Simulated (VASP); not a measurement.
# Rh (I4/mmm) in VASP: further runs

Runs on Rh. Level: PBE. Tasks: single point.

All numbers are computed with VASP 6.6.1; they aren't measurements. Logs are shortened: lines on timing, memory, paths and dates and some standing lists are left out, and cuts for length are marked.

### 1 The cell of the first run

Symmetry: I4/mmm, No. 139, tetragonal system. The conventional cell has a = 2.622 Å, b = 2.622 Å, c = 3.898 Å, α = 90.00°, β = 90.00°, γ = 90.00°. Within 3.5 Å of Rh (site symmetry 4/mmm) lie 12 Rh at 2.62 to 2.69 Å.

### 2 Single point, PBE (strain -0.025 along x and y, +0.025 along z)

Contents of INCAR:

```
SYSTEM = Rh
PREC = Accurate ; ENCUT = 520
EDIFF = 1E-7 ; ISMEAR = 1
SIGMA = 0.02 ; LREAL = .False.
LASPH = .True. ; NELM = 80
ALGO = Fast ; ISIF = 2
LWAVE = .False. ; LCHARG = .True.
GGA = PE ; LELF = .True.
LVHAR = .True. ; NBANDS = 14
```

Contents of KPOINTS:

```
Automatic mesh
0
Gamma
  22 22 22
  0 0 0
```

Contents of POSCAR:

```
Rh
1.0
    0.0000000000      1.8540112500      1.9490887500
    1.8540112500      0.0000000000      1.9490887500
    1.8540112500      1.8540112500      0.0000000000
Rh
1
Direct
    0.0000000000      0.0000000000      0.0000000000
```

Potentials or basis: VASP PAW PBE potentials, release 64 (Rh_pv).

The run is started by

```bash
$ cat potpaw_PBE.64/Rh_pv/POTCAR > POTCAR
$ mpirun -np 1 vasp_std > vasp.out
```

OUTCAR:

```text
SYSTEM = Rh
   PREC = Accurate
   ENCUT = 520
   EDIFF = 1E-7
   ISMEAR = 1
   LREAL = .False.
   LASPH = .True.
   NELM = 80
   ISIF = 2
   GGA = PE

 ion  position               nearest neighbor table
   1  0.000  0.000  0.000-

  LATTYP: Found a body centered tetragonal cell.
 ALAT       =     2.6219678545
 C/A-ratio  =     1.4867373348

  Lattice vectors:

 A1 = (  -1.8540112500,   0.0000000000,   1.9490887500)
 A2 = (   1.8540112500,   0.0000000000,   1.9490887500)
 A3 = (   0.0000000000,   1.8540112500,  -1.9490887500)

Analysis of symmetry for initial positions (statically):
=====================================================================
 Subroutine PRICEL returns:
 Original cell was already a primitive cell.

 Routine SETGRP: Setting up the symmetry group for a
 body centered tetragonal supercell.

 Subroutine GETGRP returns: Found 16 space group operations
 (whereof 16 operations were pure point group operations)
 out of a pool of 16 trial point group operations.

The static configuration has the point symmetry D_4h.

Analysis of symmetry for dynamics (positions and initial velocities):
=====================================================================
 Subroutine PRICEL returns:
 Original cell was already a primitive cell.

 Routine SETGRP: Setting up the symmetry group for a
 body centered tetragonal supercell.

 Subroutine GETGRP returns: Found 16 space group operations
 (whereof 16 operations were pure point group operations)
 out of a pool of 16 trial point group operations.

The dynamic configuration has the point symmetry D_4h.

 Subroutine INISYM returns: Found 16 space group operations
 (whereof 16 operations are pure point group operations),
 and found     1 'primitive' translations

----------------------------------------------------------------------------------------

                                     Primitive cell

  volume of cell :      13.3994

  direct lattice vectors                    reciprocal lattice vectors
     0.000000000  1.854011250  1.949088750    -0.269685526  0.269685526  0.256530135
     1.854011250  0.000000000  1.949088750     0.269685526 -0.269685526  0.256530135
     1.854011250  1.854011250  0.000000000     0.269685526  0.269685526 -0.256530135

  length of vectors
     2.690038043  2.690038043  2.621967855     0.459639290  0.459639290  0.459639290

  position of ions in fractional coordinates (direct lattice)
     0.000000000  0.000000000  0.000000000

  ion indices of the primitive-cell ions
[... 78 lines left out ...]
   IBRION =     -1    ionic relax: 0-MD 1-quasi-New 2-CG
   NFREE  =      0    steps in history (QN), initial steepest desc. (CG)
   ISIF   =      2    stress and relaxation
   ISYM   =      2    0-nonsym 1-usesym 2-fastsym
   POTIM  = 0.5000    time-step for ionic-motion
   TEBEG  =    0.0;   TEEND  =   0.0 temperature during run
   PSTRESS=    0.0 pullay stress
   NELECT =      15.0000    total number of electrons
   NUPDOWN=      -1.0000    fix difference up-down
   EMIN   =  10.00;   EMAX   =-10.00  energy-range for DOS
   EFERMI =   0.00;   METHOD = LEGACY
   ISMEAR =     1;   SIGMA  =   0.02  broadening in eV -4-tet -1-fermi 0-gaus
   EFERMI_NEDOS =   21; number of points for ismear=-14 and -15
   IALGO  =     68    algorithm
   IMIX   =      4    mixing-type and parameters
     AMIX     =   0.40;   BMIX     =  1.00
     AMIX_MAG =   1.60;   BMIX_MAG =  1.00
  volume/ion in A,a.u.               =      13.40        90.42
  Fermi-wavevector in a.u.,A,eV,Ry     =   1.699847  3.212245 39.313754  2.889479
  Thomas-Fermi vector in A             =   2.780090
   LORBIT       =      0    0 simple, 1 ext, 2 COOP (PROOUT), +10 PAW based schemes
   GGA     = PE    functional components
   LHFCALC =     F    Hartree Fock is set to
   AEXX    =    0.0000 exact exchange contribution
   IVDW    =     0    specifies the selected vdW correction
   LEPSILON=     F    determine dielectric tensor
   LRPA    =     F    only Hartree local field effects (RPA)
 non-spin polarized calculation
 RMM-DIIS sequential band-by-band and
 Methfessel and Paxton  Order N= 1 SIGMA  =   0.02
  energy-cutoff  :      520.00
  volume of cell :       13.40
 maximum number of plane-waves:       373
   NGX =  9   NGY =  9   NGZ =  9

 number of electron      15.0000002 magnetization

 Free energy of the ion-electron system (eV)
  ---------------------------------------------------
  ext. energy  EPLUGINS =         0.00000000
  ---------------------------------------------------
  free energy    TOTEN  =        -7.21331000 eV

  energy without entropy =       -7.21334732  energy(sigma->0) =       -7.21332244

 E-fermi :  12.3727     XC(G=0): -14.1980

 val. band max:       12.3702858040   @ k =  -0.0909   0.2273   0.1364
 cond. band min:      12.3777916565   @ k =   0.4545   0.0909   0.2727
 fundamental gap:      0.0075058525
 Fermi energy:        12.3726762142

 k-point     1 :       0.0000    0.0000    0.0000
  band No.  band energies     occupation
      1     -34.0564      2.00000
      2     -34.0317      2.00000
      3     -34.0317      2.00000
      4       4.2341      2.00000
      5       8.8054      2.00000
      6       9.3864      2.00000
      7       9.3864      2.00000
      8      10.9891      2.00000
      9      11.6854      2.00000
     10      28.4009      0.00000
     11      32.8415      0.00000
     12      32.9446      0.00000
     13      34.5063      0.00000
     14      34.5063      0.00000
[... 377 lines left out ...]
      1     -34.8327      2.00000
      2     -34.1976      2.00000
      3     -34.1131      2.00000
      4       6.1173      2.00000
      5       8.7911      2.00000
      6       9.4395      2.00000
      7      12.1587      2.00000
      8      12.7634     -0.00000
      9      13.9883      0.00000
     10      21.4577      0.00000
     11      27.9379      0.00000
     12      32.8419      0.00000
     13      33.2938      0.00000
     14      34.5151      0.00000

 [... further k-points ...]
[... 5 lines left out ...]
  --------------------------------------------------------------------------------------
  -------------------------------------------------------------------------------------
  Total        1.5508921      1.5508921      0.4286734      0.0000000      0.0000000     -0.0000000
  in kB      185.4410222    185.4410222     51.2567194      0.0000000      0.0000000     -0.0000000
  external PRESSURE =     140.7129213 kB  Pullay stress =       0.0000000 kB

 VOLUME and BASIS-vectors are now :
 -----------------------------------------------------------------------------
  energy-cutoff  :      520.00
  volume of cell :       13.40
      direct lattice vectors                 reciprocal lattice vectors
     0.000000000  1.854011250  1.949088750    -0.269685526  0.269685526  0.256530135
     1.854011250  0.000000000  1.949088750     0.269685526 -0.269685526  0.256530135
     1.854011250  1.854011250  0.000000000     0.269685526  0.269685526 -0.256530135

 POSITION                                       TOTAL-FORCE (eV/Angst)
 -----------------------------------------------------------------------------------
      0.00000      0.00000      0.00000         0.000000      0.000000     -0.000000
 -----------------------------------------------------------------------------------
    total drift:                                0.000000     -0.000000      0.000000

  FREE ENERGIE OF THE ION-ELECTRON SYSTEM (eV)
  ---------------------------------------------------
  free  energy   TOTEN  =        -7.2133099966 eV

  energy  without entropy=       -7.2133473240  energy(sigma->0) =       -7.21332244
```

Wall time 64 s (1 thread of Intel Xeon 6975P-C (Granite Rapids), shared host); peak memory 0.24 GiB.

What came out:

* Free energy: -7.2133 eV
* Pressure: 14.1 GPa

Levels at points of the mesh, in eV from the Fermi level:
```
           k point  band 5  band 6  band 7  band 8  band 9  band 10
(0.00, 0.00, 0.00)   -3.57   -2.99   -2.99   -1.38   -0.69    16.03
(0.50, 0.00, 0.00)   -3.55   -2.99    0.47    0.72    0.74     8.94
(0.50, 0.50, 0.00)   -6.15    0.62    1.01    1.01    2.61    11.69
(0.50, 0.00, 0.50)   -6.17    0.54    0.79    1.31    3.68    12.92
```

Caveat: the cell differs from its parent crystal (strain -0.025 along x and y, +0.025 along z).

### 3 Single point, PBE (strain -0.050 along x and y, -0.025 along z)

Contents of INCAR:

```
PREC     = Accurate       # precision mode
ENCUT    = 520            # plane-wave cutoff, eV
EDIFF    = 1E-6           # SCF threshold, eV
ISMEAR   = 1              # smearing method
SIGMA    = 0.02           # smearing width, eV
LREAL    = F              # projectors in reciprocal space
LASPH    = T              # aspherical terms in the spheres
NELM     = 100            # most SCF steps
ALGO     = Fast           # electronic algorithm
ISIF     = 2              # what is computed and relaxed
LWAVE    = F              # write WAVECAR
LCHARG   = F              # write CHGCAR
GGA      = PE             # functional
NBANDS   = 14             # bands
```

Contents of KPOINTS:

```
Automatic mesh
0
Gamma
  22 22 22
```

Contents of POSCAR:

```
Rh
1.0
    0.0000000000      1.8064725000      1.8540112500
    1.8064725000      0.0000000000      1.8540112500
    1.8064725000      1.8064725000      0.0000000000
Rh
1
Direct
    0.0000000000      0.0000000000      0.0000000000
```

Potentials or basis: VASP PAW PBE potentials, release 64 (Rh_pv).

The run is started by

```bash
$ cat potpaw_PBE.64/Rh_pv/POTCAR > POTCAR
$ mpirun -np 1 vasp_std > vasp.out
```

It took 88 s on 1 thread of AMD EPYC 7R13 (Zen 3), shared host; peak memory 0.21 GiB.

The run converged. Its results:

- Free energy: -6.9579 eV
- Pressure: 56.2 GPa

Stress tensor (GPa, compression positive):
```
59.23  0.00  0.00
 0.00 59.23  0.00
 0.00  0.00 50.21
```

Levels at points of the mesh, in eV from the Fermi level:
```tsv
k point	band 3	band 4	band 5	band 6	band 7	band 8	band 9	band 10	band 11	band 12
(0.00, 0.00, 0.00)	-46.59	-8.91	-3.96	-3.62	-3.62	-1.40	-0.99	15.84	20.17	21.41
(0.50, 0.00, 0.00)	-46.72	-7.26	-4.02	-3.68	0.64	0.65	0.81	10.09	15.38	20.17
(0.50, 0.50, 0.00)	-46.97	-7.60	-7.18	0.72	1.23	1.23	3.09	13.52	14.44	14.44
(0.50, 0.00, 0.50)	-47.00	-7.63	-7.20	0.68	1.10	1.41	3.70	13.74	14.15	14.30
```

Caveat: the cell differs from its parent crystal (strain -0.050 along x and y, -0.025 along z).

### 4 Single point, PBE (strain -0.025 along x and y, +0.050 along z)

Contents of INCAR:

```
SYSTEM = Rh
PREC     = Accurate       ! precision mode
ENCUT    = 520            ! plane-wave cutoff, eV
EDIFF    = 1E-7           ! SCF threshold, eV
ISMEAR   = 1              ! smearing method
SIGMA    = 0.02           ! smearing width, eV
LREAL    = .False.        ! projectors in reciprocal space
LASPH    = .True.         ! aspherical terms in the spheres
NELM     = 100            ! most SCF steps
ALGO     = Fast           ! electronic algorithm
ISIF     = 2              ! what is computed and relaxed
LWAVE    = .False.        ! write WAVECAR
LCHARG   = .True.         ! write CHGCAR
GGA      = PE             ! functional
LELF     = .True.         ! ELF
LVHAR    = .True.       
NBANDS   = 14             ! bands
```

Contents of KPOINTS:

```
regular mesh
0
Gamma
  22 22 22
  0 0 0
```

Contents of POSCAR:

```
Rh
1.0
    0.0000000000      1.8540112500      1.9966275000
    1.8540112500      0.0000000000      1.9966275000
    1.8540112500      1.8540112500      0.0000000000
Rh
1
Direct
    0.0000000000      0.0000000000      0.0000000000
```

Potentials or basis: VASP PAW PBE potentials, release 64 (Rh_pv).

The run is started by

```bash
$ cat potpaw_PBE.64/Rh_pv/POTCAR > POTCAR
$ mpirun -np 1 vasp_std > vasp.out
```

OUTCAR:

```text
SYSTEM = Rh
   PREC = Accurate
   ENCUT = 520
   EDIFF = 1E-7
   ISMEAR = 1
   LREAL = .False.
   LASPH = .True.
   NELM = 100
   ISIF = 2
   GGA = PE

 ion  position               nearest neighbor table
   1  0.000  0.000  0.000-

  LATTYP: Found a body centered tetragonal cell.
 ALAT       =     2.6219678545
 C/A-ratio  =     1.5229992210

  Lattice vectors:

 A1 = (  -1.8540112500,   0.0000000000,   1.9966275000)
 A2 = (   1.8540112500,   0.0000000000,   1.9966275000)
 A3 = (   0.0000000000,   1.8540112500,  -1.9966275000)

[... 579 lines left out ...]
      7      11.7580      2.00000
      8      12.2503     -0.00000
      9      13.5530      0.00000
     10      20.7688      0.00000
     11      27.3929      0.00000
     12      32.4680      0.00000
     13      32.5388      0.00000
     14      34.0827      0.00000

 [... further k-points ...]
[... 5 lines left out ...]
  --------------------------------------------------------------------------------------
  -------------------------------------------------------------------------------------
  Total        1.1574827      1.1574827     -0.4771211      0.0000000     -0.0000000     -0.0000000
  in kB      135.1055939    135.1055939    -55.6913152      0.0000000     -0.0000000     -0.0000000
  external PRESSURE =      71.5066242 kB  Pullay stress =       0.0000000 kB

 VOLUME and BASIS-vectors are now :
 -----------------------------------------------------------------------------
  energy-cutoff  :      520.00
  volume of cell :       13.73
      direct lattice vectors                 reciprocal lattice vectors
     0.000000000  1.854011250  1.996627500    -0.269685526  0.269685526  0.250422275
     1.854011250  0.000000000  1.996627500     0.269685526 -0.269685526  0.250422275
     1.854011250  1.854011250  0.000000000     0.269685526  0.269685526 -0.250422275

 POSITION                                       TOTAL-FORCE (eV/Angst)
 -----------------------------------------------------------------------------------
      0.00000      0.00000      0.00000        -0.000000     -0.000000      0.000000
 -----------------------------------------------------------------------------------
    total drift:                               -0.000000     -0.000000     -0.000000

  FREE ENERGIE OF THE ION-ELECTRON SYSTEM (eV)
  ---------------------------------------------------
  free  energy   TOTEN  =        -7.2127487587 eV

  energy  without entropy=       -7.2127483255  energy(sigma->0) =       -7.21274861
```

stdout:

```text
POSCAR found type information on POSCAR Rh
 POSCAR found :  1 types and       1 ions
 scaLAPACK will be used
 LDA part: xc-table for (Slater+PW92), standard interpolation
 POSCAR, INCAR and KPOINTS ok, starting setup
 FFT: planning ... GRIDC
 FFT: planning ... GRID_SOFT
 FFT: planning ... GRID
 WAVECAR not read
 entering main loop
WARNING in EDDRMM: call to ZHEGV failed, returncode =   6  3     13
WARNING in EDDRMM: call to ZHEGV failed, returncode =   8  4     14
WARNING in EDDRMM: call to ZHEGV failed, returncode =   8  4     13
WARNING in EDDRMM: call to ZHEGV failed, returncode =   6  3     13
WARNING in EDDRMM: call to ZHEGV failed, returncode =   6  3     13
WARNING in EDDRMM: call to ZHEGV failed, returncode =   8  4     12
WARNING in EDDRMM: call to ZHEGV failed, returncode =   8  4     14
WARNING in EDDRMM: call to ZHEGV failed, returncode =   6  3     12
WARNING in EDDRMM: call to ZHEGV failed, returncode =   8  4     14
WARNING in EDDRMM: call to ZHEGV failed, returncode =   8  4     13
WARNING in EDDRMM: call to ZHEGV failed, returncode =   8  4     13
WARNING in EDDRMM: call to ZHEGV failed, returncode =   8  4     14
WARNING in EDDRMM: call to ZHEGV failed, returncode =   8  4     14
WARNING in EDDRMM: call to ZHEGV failed, returncode =   8  4     13
WARNING in EDDRMM: call to ZHEGV failed, returncode =   6  3     14
WARNING in EDDRMM: call to ZHEGV failed, returncode =   6  3     14
WARNING in EDDRMM: call to ZHEGV failed, returncode =   6  3     14
WARNING in EDDRMM: call to ZHEGV failed, returncode =   6  3     14
```

It took 95 s on 1 thread of AMD EPYC 9R45 (Zen 5), shared host; peak memory 0.21 GiB.

Results:

```
Free energy : -7.2127 eV
Pressure    : 7.2 GPa
```

Caveat: the cell differs from its parent crystal (strain -0.025 along x and y, +0.050 along z).

### 5 Single point, PBE (strain +0.000 along x and y, +0.025 along z)

Contents of INCAR:

```
SYSTEM = Rh
  PREC = Accurate
  ENCUT = 520
  EDIFF = 1E-7
  ISMEAR = 1
  SIGMA = 0.02
  LREAL = .FALSE.
  LASPH = .TRUE.
  NELM = 100
  ALGO = Fast
  ISIF = 2
  LWAVE = .FALSE.
  LCHARG = .FALSE.
  GGA = PE
  NBANDS = 14
```

Contents of KPOINTS:

```
regular mesh
0
G
  22 22 22
  0 0 0
```

Contents of POSCAR:

```
Rh
1.0
    0.0000000000      1.9015500000      1.9490887500
    1.9015500000      0.0000000000      1.9490887500
    1.9015500000      1.9015500000      0.0000000000
Rh
1
Direct
    0.0000000000      0.0000000000      0.0000000000
```

The run is started by

```bash
$ cat potpaw_PBE.64/Rh_pv/POTCAR > POTCAR
$ mpirun -np 1 vasp_std > vasp.out
```

It took 2.4 min on 1 thread of AMD EPYC 9R45 (Zen 5), shared host; peak memory 0.21 GiB.

The run converged. Its results:

```yaml
Free_energy: -7.2541 eV
Pressure: -0.9 GPa
```

Stress tensor (GPa, compression positive):
```
 0.94  0.00  0.00
 0.00  0.94  0.00
 0.00  0.00 -4.53
```

Levels at points of the mesh, in eV from the Fermi level:
```
           k point  band 5  band 6  band 7  band 8  band 9  band 10
(0.00, 0.00, 0.00)   -3.12   -2.86   -2.86   -1.10   -0.79    16.03
(0.50, 0.00, 0.00)   -3.15   -2.89    0.49    0.62    0.78     8.40
(0.50, 0.50, 0.00)   -5.70    0.54    0.94    0.94    2.91    11.52
(0.50, 0.00, 0.50)   -5.71    0.51    0.84    1.07    3.42    12.20
```

Caveat: the cell differs from its parent crystal (strain +0.000 along x and y, +0.025 along z).

### 6 The runs side by side

| cell | further INCAR settings | gap on the mesh (eV) | pressure (GPa) |
| --- | --- | --- | --- |
| a = 2.690, b = 2.690, c = 2.622 Å, angles 60.8, 60.8, 58.3°, 1 atom | ALGO = Fast; EDIFF = 1e-07; NBANDS = 14 | none | 14.1 |
| a = 2.589, b = 2.589, c = 2.555 Å, angles 60.4, 60.4, 59.1°, 1 atom | ALGO = Fast; EDIFF = 1e-06; NBANDS = 14 | none | 56.2 |
| a = 2.725, b = 2.725, c = 2.622 Å, angles 61.2, 61.2, 57.5°, 1 atom | ALGO = Fast; EDIFF = 1e-07; NBANDS = 14 | none | 7.2 |
| a = 2.723, b = 2.723, c = 2.689 Å, angles 60.4, 60.4, 59.2°, 1 atom | ALGO = Fast; EDIFF = 1e-07; NBANDS = 14 | none | -0.9 |

Alike in all rows: task single point; level PBE; potentials or basis VASP PAW PBE potentials, release 64 (Rh_pv); no spin polarisation; k mesh 22 × 22 × 22; cutoff (eV) 520; smearing methfessel-paxton 0.02 eV.

Total energies depend on the potentials used, so only differences within one code and one set of settings carry meaning.
